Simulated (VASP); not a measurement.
Zn8S7 (a cell with a defect), 15 atoms in the cell. The cell holds a defect, 15 atoms: a = 6.305 Å, b = 7.688 Å, c = 7.688 Å, α = 120.00°, β = 90.00°, γ = 90.00°. 

| Property | Result |
| --- | --- |
| Program | VASP 6.6.1 |
| Task | relaxation of the atoms |
| Functional | PBE |
| Potentials or basis | VASP PAW PBE potentials, release 64 (Zn, S) |
| Cutoff | 520 eV |
| k mesh | 1 × 1 × 1 |
| Occupations | gaussian, width 0.01 eV |
| Spin | collinear spin |
| Starting moments | [0.25, 0.0, 0.0, 0.0, 0.25, 0.25, 0.0, 0.25, 0.0, 0.0, 0.0, 0.0, 0.0, 0.0, 0.0] μB |
| Dipole correction | no |
| Charge | 1 |
| Further INCAR settings | LREAL = Auto; ALGO = Normal; EDIFF = 1e-06; IBRION = 2; EDIFFG = -0.025; NSW = 65; NELECT = 137.0 |

Potentials or basis: VASP PAW PBE potentials, release 64 (Zn, S).

The run is started by

```console
$ cat potpaw_PBE.64/Zn/POTCAR potpaw_PBE.64/S/POTCAR > POTCAR
$ mpirun -np 1 vasp_gam > vasp.out
```

Hardware: 1 thread of Intel(R) Xeon(R) 6975P-C (Granite Rapids) (shared host).

Problem. Estimate the wall time of this run.

Solution. It took 5.6 min on 1 thread of Intel(R) Xeon(R) 6975P-C (Granite Rapids), on a shared host, peak memory 0.54 GiB. Counts: scf iterations 60, k points 1, ion steps 8.
